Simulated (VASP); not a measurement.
The system is MgS (Niningerite).

```
S Mg
1.0
     0.00000    2.60165    2.60165
     2.60165    0.00000    2.60165
     2.60165    2.60165    0.00000
S Mg
1 1
Direct
  0.50000 0.50000 0.50000
  0.00000 0.00000 0.00000
```

Program: VASP 6.6.1. Alike in all runs: potentials or basis VASP PAW PBE potentials, release 64 (S, Mg); no spin polarisation; cell as given.

Problem. Order these runs on this cell by their band gap on the k mesh, lowest first.
A. level BLYP; k mesh 5 × 5 × 5; cutoff (eV) 520; smearing fermi-dirac 0.05 eV
B. level r2SCAN; k mesh 5 × 5 × 5; cutoff (eV) 520; smearing fermi-dirac 0.05 eV
C. level r2SCAN50; k mesh 5 × 5 × 5; cutoff (eV) 520; smearing fermi-dirac 0.05 eV; grid for exact exchange (PRECFOCK) Normal
D. level PBEsol; k mesh 8 × 8 × 8; cutoff (eV) 520; smearing gaussian 0.01 eV
E. level PBE; k mesh 9 × 9 × 9; cutoff (eV) 600; smearing gaussian 0.012 eV

Solution. D (2.70 eV), E (2.91 eV), A (3.24 eV), B (3.85 eV), C (6.89 eV).

A k mesh can miss the band edges, odd and even meshes differently.
